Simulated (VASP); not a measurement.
# NaH (Pmmn) in VASP: notebook

NaH is run at these levels: PBE; tasks: single point, relaxation of cell and atoms.

Everything below comes from runs of VASP 6.6.1. Logs are shortened: lines on timing, memory, paths and dates and some standing lists are left out, and cuts for length are marked.

## Step 1: The cell of the first run

The typed cell holds 4 atoms: a = 3.410 Å, b = 3.413 Å, c = 4.991 Å, α = 90.00°, β = 90.00°, γ = 90.00°.

## Step 2: Single point, PBE

The input, INCAR:

```
PREC = Accurate
ENCUT = 520
EDIFF = 1E-6
ISMEAR = 0
SIGMA = 0.1
LREAL = False
LASPH = True
NELM = 80
ALGO = Normal
ISIF = 2
LWAVE = False
LCHARG = True
GGA = PE
LELF = True
LVHAR = True
NBANDS = 16
```

The input, KPOINTS:

```
Automatic mesh
0
Gamma
  6 6 4
```

The input, POSCAR:

```
NaH
1.0
    3.4098049900      0.0000000000      0.0000000000
    0.0000000000      3.4130756200      0.0000000000
    0.0000000000      0.0000000000      4.9909900500
Na H
2 2
Direct
    0.0000000000      0.0000000000      0.7395069900
    0.5000000000      0.5000000000      0.2604930100
    0.0000000000      0.0000000000      0.3381147500
    0.5000000000      0.5000000000      0.6618852500
```

Potentials or basis: VASP PAW PBE potentials, release 64 (Na_pv, H).

Started as:

```
$ cat potpaw_PBE.64/Na_pv/POTCAR potpaw_PBE.64/H/POTCAR > POTCAR
$ mpirun -np 1 vasp_std > vasp.out
```

OUTCAR:

```text
PREC = Accurate
   ENCUT = 520
   EDIFF = 1E-6
   ISMEAR = 0
   LREAL = False
   LASPH = True
   NELM = 80
   ISIF = 2
   GGA = PE

 ion  position               nearest neighbor table
   1  0.000  0.000  0.740-
   2  0.500  0.500  0.260-
   3  0.000  0.000  0.338-
   4  0.500  0.500  0.662-

  LATTYP: Found a simple orthorhombic cell.
 ALAT       =     3.4098049900
 B/A-ratio  =     1.0009591839
 C/A-ratio  =     1.4637171523

  Lattice vectors:

 A1 = (   3.4098049900,   0.0000000000,   0.0000000000)
 A2 = (   0.0000000000,   3.4130756200,   0.0000000000)
 A3 = (   0.0000000000,   0.0000000000,   4.9909900500)

Analysis of symmetry for initial positions (statically):
=====================================================================
 Subroutine PRICEL returns:
 Original cell was already a primitive cell.

 Routine SETGRP: Setting up the symmetry group for a
 simple orthorhombic supercell.

 Subroutine GETGRP returns: Found  8 space group operations
 (whereof  4 operations were pure point group operations)
 out of a pool of  8 trial point group operations.

The static configuration has the point symmetry C_2v.
 The point group associated with its full space group is D_2h.

Analysis of symmetry for dynamics (positions and initial velocities):
=====================================================================
 Subroutine PRICEL returns:
 Original cell was already a primitive cell.

 Routine SETGRP: Setting up the symmetry group for a
 simple orthorhombic supercell.

 Subroutine GETGRP returns: Found  8 space group operations
 (whereof  4 operations were pure point group operations)
 out of a pool of  8 trial point group operations.

The dynamic configuration has the point symmetry C_2v.
 The point group associated with its full space group is D_2h.

 Subroutine INISYM returns: Found  8 space group operations
 (whereof  4 operations are pure point group operations),
 and found     1 'primitive' translations

----------------------------------------------------------------------------------------

                                     Primitive cell

  volume of cell :      58.0848

  direct lattice vectors                    reciprocal lattice vectors
     3.409804990  0.000000000  0.000000000     0.293271904  0.000000000  0.000000000
     0.000000000  3.413075620  0.000000000     0.000000000  0.292990871  0.000000000
     0.000000000  0.000000000  4.990990050     0.000000000  0.000000000  0.200361049

  length of vectors
     3.409804990  3.413075620  4.990990050     0.293271904  0.292990871  0.200361049

  position of ions in fractional coordinates (direct lattice)
     0.000000000  0.000000000  0.739506990
     0.500000000  0.500000000  0.260493010
     0.000000000  0.000000000  0.338114750
     0.500000000  0.500000000  0.661885250

  ion indices of the primitive-cell ions
   primitive index   ion index
                 1           1
                 2           2
                 3           3
                 4           4

----------------------------------------------------------------------------------------

 KPOINTS: Automatic mesh

Automatic generation of k-mesh.
 Grid dimensions read from file:
 generate k-points for:    6    6    4

 Generating k-lattice:

  Cartesian coordinates                     Fractional coordinates (reciprocal lattice)
     0.048878651  0.000000000  0.000000000     0.166666667  0.000000000  0.000000000
     0.000000000  0.048831812  0.000000000     0.000000000  0.166666667  0.000000000
     0.000000000  0.000000000  0.050090262     0.000000000  0.000000000  0.250000000

  Length of vectors
     0.048878651  0.048831812  0.050090262

  Shift w.r.t. Gamma in fractional coordinates (k-lattice)
     0.000000000  0.000000000  0.000000000

 Subroutine IBZKPT returns following result:
 ===========================================

 Found     48 irreducible k-points:

 Following reciprocal coordinates:
            Coordinates               Weight
  0.000000  0.000000  0.000000      1.000000
  0.166667  0.000000  0.000000      2.000000
  0.333333  0.000000  0.000000      2.000000
  0.500000  0.000000  0.000000      1.000000
  0.000000  0.166667  0.000000      2.000000
  0.166667  0.166667  0.000000      4.000000
[... 16 lines left out ...]
  0.333333  0.166667  0.250000      8.000000
  0.500000  0.166667  0.250000      4.000000
 [... further k-points ...]
   k-points           NKPTS =     48   k-points in BZ     NKDIM =     48   number of bands    NBANDS=     16
   number of dos      NEDOS =    301   number of ions     NIONS =      4
   total plane-waves  NPLWV =  31360
   dimension x,y,z NGX =    28 NGY =   28 NGZ =   40
   dimension x,y,z NGXF=    56 NGYF=   56 NGZF=   80
   ions per type =               2   2
   NGX,Y,Z   is equivalent  to a cutoff of  13.65, 13.64, 13.32 a.u.
   NGXF,Y,Z  is equivalent  to a cutoff of  27.30, 27.28, 26.65 a.u.
 SYSTEM =  unknown system
   PREC   = accura    normal or accurate (medium, high low for compatibility)
   ISTART =      0    job   : 0-new  1-cont  2-samecut
   ICHARG =      2    charge: 1-file 2-atom 10-const
   ISPIN  =      1    spin polarized calculation?
   LNONCOLLINEAR =      F non collinear calculations
   LSORBIT =      F    spin-orbit coupling
   LASPH  =      T    aspherical Exc in radial PAW
   ENCUT  =  520.0 eV  38.22 Ry    6.18 a.u.   6.34  6.35  9.28*2*pi/ulx,y,z
   NELM   =     80;   NELMIN=  2; NELMDL= -5     # of ELM steps
   EDIFF  = 0.1E-05   stopping-criterion for ELM
   LREAL  =      F    real-space projection
   EDIFFG = 0.1E-04   stopping-criterion for IOM
   NSW    =      0    number of steps for IOM
   IBRION =     -1    ionic relax: 0-MD 1-quasi-New 2-CG
   NFREE  =      0    steps in history (QN), initial steepest desc. (CG)
   ISIF   =      2    stress and relaxation
   ISYM   =      2    0-nonsym 1-usesym 2-fastsym
   POTIM  = 0.5000    time-step for ionic-motion
   TEBEG  =    0.0;   TEEND  =   0.0 temperature during run
   PSTRESS=    0.0 pullay stress
   NELECT =      16.0000    total number of electrons
   NUPDOWN=      -1.0000    fix difference up-down
   EMIN   =  10.00;   EMAX   =-10.00  energy-range for DOS
   EFERMI =   0.00;   METHOD = LEGACY
   ISMEAR =     0;   SIGMA  =   0.10  broadening in eV -4-tet -1-fermi 0-gaus
   EFERMI_NEDOS =   21; number of points for ismear=-14 and -15
   IALGO  =     38    algorithm
   IMIX   =      4    mixing-type and parameters
     AMIX     =   0.40;   BMIX     =  1.00
     AMIX_MAG =   1.60;   BMIX_MAG =  1.00
  volume/ion in A,a.u.               =      14.52        97.99
  Fermi-wavevector in a.u.,A,eV,Ry     =   1.065191  2.012919 15.437600  1.134632
  Thomas-Fermi vector in A             =   2.200734
   LORBIT       =      0    0 simple, 1 ext, 2 COOP (PROOUT), +10 PAW based schemes
   GGA     = PE    functional components
   LHFCALC =     F    Hartree Fock is set to
   AEXX    =    0.0000 exact exchange contribution
   IVDW    =     0    specifies the selected vdW correction
   LEPSILON=     F    determine dielectric tensor
   LRPA    =     F    only Hartree local field effects (RPA)
 non-spin polarized calculation
 Gauss-broadening in eV      SIGMA  =   0.10
  energy-cutoff  :      520.00
  volume of cell :       58.08
 maximum number of plane-waves:      1602
 NGX is ok and might be reduce to    28
   NGX = 13   NGY = 13   NGZ = 19

 number of electron      16.0000017 magnetization

 Free energy of the ion-electron system (eV)
  ---------------------------------------------------
  ext. energy  EPLUGINS =         0.00000000
  ---------------------------------------------------
  free energy    TOTEN  =        -9.68686686 eV

  energy without entropy =       -9.68686686  energy(sigma->0) =       -9.68686686

 E-fermi :  -0.4827     XC(G=0):  -7.6463

 val. band max:       -0.9068842981   @ k =   0.1667   0.1667   0.0000
 cond. band min:       2.3641763884   @ k =   0.0000   0.0000   0.0000
 fundamental gap:      3.2710606865
 Fermi energy:        -0.4827470103

 k-point     1 :       0.0000    0.0000    0.0000
  band No.  band energies     occupation
      1     -23.3812      2.00000
      2     -23.3114      2.00000
      3     -23.3113      2.00000
      4     -23.3024      2.00000
      5     -23.2842      2.00000
      6     -23.2841      2.00000
[... 8 lines left out ...]
     15      14.0235      0.00000
     16      14.0459      0.00000

 k-point     2 :       0.1667    0.0000    0.0000
  band No.  band energies     occupation
      1     -23.3748      2.00000
      2     -23.3233      2.00000
      3     -23.3084      2.00000
      4     -23.3053      2.00000
      5     -23.2986      2.00000
      6     -23.2848      2.00000
[... 8 lines left out ...]
     15      13.0773      0.00000
     16      13.1667      0.00000

 k-point     3 :       0.3333    0.0000    0.0000
  band No.  band energies     occupation
      1     -23.3594      2.00000
      2     -23.3446      2.00000
      3     -23.3274      2.00000
      4     -23.3160      2.00000
      5     -23.3011      2.00000
      6     -23.2875      2.00000
[... 8 lines left out ...]
     15      12.9115      0.00000
     16      13.7353      0.00000

 k-point     4 :       0.5000    0.0000    0.0000
  band No.  band energies     occupation
      1     -23.3531      2.00000
      2     -23.3531      2.00000
      3     -23.3318      2.00000
      4     -23.3318      2.00000
      5     -23.2932      2.00000
      6     -23.2932      2.00000
[... 8 lines left out ...]
     15      12.0168      0.00000
     16      12.0168      0.00000

 k-point     5 :       0.0000    0.1667    0.0000
  band No.  band energies     occupation
      1     -23.3748      2.00000
      2     -23.3231      2.00000
      3     -23.3085      2.00000
      4     -23.3053      2.00000
      5     -23.2984      2.00000
      6     -23.2849      2.00000
[... 8 lines left out ...]
     15      13.0573      0.00000
     16      13.1754      0.00000

 k-point     6 :       0.1667    0.1667    0.0000
  band No.  band energies     occupation
      1     -23.3691      2.00000
      2     -23.3240      2.00000
      3     -23.3177      2.00000
      4     -23.3062      2.00000
      5     -23.3050      2.00000
      6     -23.2925      2.00000
[... 8 lines left out ...]
     15      11.6571      0.00000
     16      13.8161      0.00000
[... 267 lines left out ...]
 k-point    21 :       0.0000    0.1667    0.2500
  band No.  band energies     occupation
      1     -23.3689      2.00000
      2     -23.3261      2.00000
      3     -23.3133      2.00000
      4     -23.3053      2.00000
      5     -23.2949      2.00000
      6     -23.2881      2.00000
[... 8 lines left out ...]
     15      12.5698      0.00000
     16      12.6067      0.00000

 k-point    22 :       0.1667    0.1667    0.2500
  band No.  band energies     occupation
      1     -23.3657      2.00000
      2     -23.3301      2.00000
      3     -23.3198      2.00000
      4     -23.3075      2.00000
      5     -23.2968      2.00000
      6     -23.2961      2.00000
[... 8 lines left out ...]
     15      13.6087      0.00000
     16      14.1829      0.00000

 k-point    23 :       0.3333    0.1667    0.2500
  band No.  band energies     occupation
      1     -23.3637      2.00000
      2     -23.3496      2.00000
      3     -23.3272      2.00000
      4     -23.3100      2.00000
      5     -23.3045      2.00000
      6     -23.2997      2.00000
[... 8 lines left out ...]
     15      13.0313      0.00000
     16      13.9601      0.00000

 k-point    24 :       0.5000    0.1667    0.2500
  band No.  band energies     occupation
      1     -23.3646      2.00000
      2     -23.3646      2.00000
      3     -23.3199      2.00000
      4     -23.3199      2.00000
      5     -23.3025      2.00000
      6     -23.3025      2.00000
[... 8 lines left out ...]
     15      12.3011      0.00000
     16      12.3011      0.00000

 [... further k-points ...]

------------------------ aborting loop because EDIFF is reached ----------------------------------------

  FORCE on cell =-STRESS in cart. coord.  units (eV):
  Direction    XX          YY          ZZ          XY          YZ          ZX
  --------------------------------------------------------------------------------------
  -------------------------------------------------------------------------------------
  Total        0.0044448     -0.0112630      1.3231673      0.0000000      0.0000000      0.0000000
  in kB        0.1226020     -0.3106733     36.4975053      0.0000000      0.0000000      0.0000000
  external PRESSURE =      12.1031447 kB  Pullay stress =       0.0000000 kB

 VOLUME and BASIS-vectors are now :
 -----------------------------------------------------------------------------
  energy-cutoff  :      520.00
  volume of cell :       58.08
      direct lattice vectors                 reciprocal lattice vectors
     3.409804990  0.000000000  0.000000000     0.293271904  0.000000000  0.000000000
     0.000000000  3.413075620  0.000000000     0.000000000  0.292990871  0.000000000
     0.000000000  0.000000000  4.990990050     0.000000000  0.000000000  0.200361049

 POSITION                                       TOTAL-FORCE (eV/Angst)
 -----------------------------------------------------------------------------------
      0.00000      0.00000      3.69087         0.000000      0.000000      0.157901
      1.70490      1.70654      1.30012         0.000000      0.000000     -0.157901
      0.00000      0.00000      1.68753         0.000000      0.000000     -1.233866
      1.70490      1.70654      3.30346         0.000000      0.000000      1.233866
 -----------------------------------------------------------------------------------
    total drift:                                0.000000     -0.000000     -0.000000

  FREE ENERGIE OF THE ION-ELECTRON SYSTEM (eV)
  ---------------------------------------------------
  free  energy   TOTEN  =        -9.6868668639 eV

  energy  without entropy=       -9.6868668639  energy(sigma->0) =       -9.68686686
```

It took 50 s on 1 thread of AMD EPYC 7R43 (Zen 3), shared host; peak memory 0.15 GiB.

Results:

```
Free energy            : -9.6869 eV
Pressure               : 1.2 GPa
Largest force          : 1.234 eV/Å
Band gap on the k mesh : 3.27 eV, indirect (least direct gap 3.36 eV)
```

Forces on the atoms (eV/Å):
```
Na   0.000  0.000  0.158
Na   0.000  0.000 -0.158
H    0.000  0.000 -1.234
H    0.000  0.000  1.234
```

Levels at points of the mesh, in eV from the valence-band top:
```tsv
k point	band 6	band 7	band 8	band 9	band 10	band 11
(0.00, 0.00, 0.00)	-22.38	-3.83	-0.09	3.27	9.86	10.07
(0.50, 0.00, 0.00)	-22.39	-1.34	-1.34	5.22	5.22	7.06
(0.00, 0.50, 0.00)	-22.39	-1.34	-1.34	5.21	5.21	7.05
(0.50, 0.50, 0.00)	-22.41	-0.29	-0.29	4.44	4.44	9.14
(0.00, 0.00, 0.50)	-22.39	-3.07	-1.72	4.68	9.98	11.32
(0.50, 0.00, 0.50)	-22.39	-1.04	-1.04	3.38	3.38	9.85
(0.00, 0.50, 0.50)	-22.39	-1.04	-1.04	3.38	3.38	9.85
(0.50, 0.50, 0.50)	-22.43	-0.14	-0.14	5.65	5.65	5.84
```

Caveat: forces of over 1 eV/Å act on the atoms, so gaps and moduli don't describe the material at rest. A k mesh can miss the band edges.

## Step 3: Relaxation of cell and atoms, PBE

The input, INCAR:

```
SYSTEM = NaH
  PREC = Accurate
  ENCUT = 600
  EDIFF = 1E-7
  ISMEAR = 0
  SIGMA = 0.1
  LREAL = .False.
  LASPH = .True.
  NELM = 60
  ALGO = Normal
  ISIF = 3
  LWAVE = .False.
  LCHARG = .False.
  GGA = PE
  IBRION = 2
  NSW = 90
  EDIFFG = -0.04
```

The input, KPOINTS:

```
regular mesh
0
Gamma
  6 6 4
  0 0 0
```

POSCAR is that of step 2.

Potentials or basis: VASP PAW PBE potentials, release 64 (Na_pv, H).

Started as:

```
$ cat potpaw_PBE.64/Na_pv/POTCAR potpaw_PBE.64/H/POTCAR > POTCAR
$ mpirun -np 1 vasp_std > vasp.out
```

Run time: 4.2 min. Hardware: 1 thread of AMD EPYC 7R43 (Zen 3), shared host; peak memory 0.15 GiB.

Results (log left out):

| Item | Value |
| --- | --- |
| Free energy | -10.1756 eV |
| Relaxed volume | 14.11 Å³/atom |
| Relaxed cell | a = 3.412 Å, b = 3.412 Å, c = 4.849 Å, α = 90.00°, β = 90.00°, γ = 90.00° |
| Space group after relaxing (to 0.05 Å) | Fm-3m (No. 225) |
| Energy gained by relaxing | 122.0 meV/atom |
| Ionic steps | 10 |
| Pressure after relaxing | 0.0 GPa |
| Largest force after relaxing | 0.032 eV/Å |
| Band gap on the k mesh | 3.76 eV, indirect (least direct gap 4.62 eV) |

Forces on the atoms (eV/Å):
```
Na   0.000  0.000  0.032
Na   0.000  0.000 -0.032
H    0.000  0.000  0.024
H    0.000  0.000 -0.024
```

Stress tensor (GPa, compression positive):
```
 0.05  0.00  0.00
 0.00  0.05  0.00
 0.00  0.00 -0.11
```

Step by step:
| step | energy change (eV) | largest force (eV/Å) | pressure (GPa) | volume (Å³) |
| --- | --- | --- | --- | --- |
| 1 | 0.0000 | 1.2349 | 1.25 | 58.08 |
| 2 | -0.1452 | 0.9408 | 0.32 | 59.04 |
| 3 | -0.3458 | 0.4277 | -1.22 | 61.61 |
| 4 | -0.3754 | 0.2855 | -1.57 | 62.70 |
| 5 | -0.3841 | 0.1878 | -1.77 | 63.58 |
| 6 | -0.4277 | 0.1235 | -1.10 | 60.77 |
| 7 | -0.4572 | 0.0814 | 0.47 | 56.10 |
| 8 | -0.4746 | 0.0875 | 0.36 | 55.90 |
| 9 | -0.4849 | 0.0795 | 0.38 | 55.55 |
| 10 | -0.4881 | 0.0322 | -0.01 | 56.46 |

Final structure:
```xyz
4
Lattice="3.4120 0.0000 0.0000 0.0000 3.4120 0.0000 0.0000 0.0000 4.8494" Properties=species:S:1:pos:R:3 pbc="T T T"
Na    0.0000    0.0000    3.6285
Na    1.7060    1.7060    1.2209
H     0.0000    0.0000    1.2045
H     1.7060    1.7060    3.6449
```

Levels at points of the mesh, in eV from the valence-band top:
```
           k point  band 5  band 6  band 7  band 8  band 9  band 10  band 11  band 12
(0.00, 0.00, 0.00)  -22.11  -22.11   -3.62   -0.20    4.59    10.06    10.41    11.77
(0.50, 0.00, 0.00)  -22.12  -22.12   -1.19   -1.19    5.85     5.85     7.41     7.41
(0.00, 0.50, 0.00)  -22.12  -22.12   -1.19   -1.19    5.85     5.85     7.41     7.41
(0.50, 0.50, 0.00)  -22.14  -22.14   -0.17   -0.17    4.65     4.65    10.01    10.01
(0.00, 0.00, 0.50)  -22.12  -22.12   -2.29   -2.28    7.41     7.50    11.61    11.66
(0.50, 0.00, 0.50)  -22.12  -22.12   -0.86   -0.86    3.76     3.76    10.77    10.77
(0.00, 0.50, 0.50)  -22.12  -22.12   -0.86   -0.86    3.76     3.76    10.77    10.77
(0.50, 0.50, 0.50)  -22.14  -22.14    0.00    0.00    6.02     6.02     6.05     6.05
```

A k mesh can miss the band edges.
